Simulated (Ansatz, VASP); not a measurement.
**One calculation of Ni, two programs**

```
Ni
1.0
     2.31534    0.00000    0.00000
     0.00000    2.31534    0.00000
     0.00000    0.00000    2.31534
Ni
1
Direct
  0.00000 0.00000 0.00000
```

Alike in both runs: task single point; functional revPBE; k mesh 15 × 15 × 15; occupations fermi-dirac, width 0.05 eV; collinear spin.

|  | VASP | Ansatz |
| --- | --- | --- |
| version | VASP 6.6.1 | Ansatz 0.2.0 |
| potentials or method | VASP PAW PBE potentials, release 64 (Ni), cutoff 520 eV | plane waves (420 eV) with PAW, scalar-relativistic |
| valence electrons in the cell | 10 | 18 |

Ansatz gave:

* pressure (GPa): 6.0
* net moment per atom (μB): 0.51
* size of the moment on the site where the two differ most (μB): 0.53

Problem. What did VASP give for the same quantities?

Solution. Pressure (GPa): 5.8; net moment per atom (μB): 0.50; size of the moment on the site where the two differ most (μB): 0.50.

VASP's potentials were made for PBE, not for revPBE. Site moments also hang on the region over which each program counts them. VASP's potentials hold 10 valence electrons a cell and Ansatz's 18, so a difference there can come from the potentials and not from the codes.
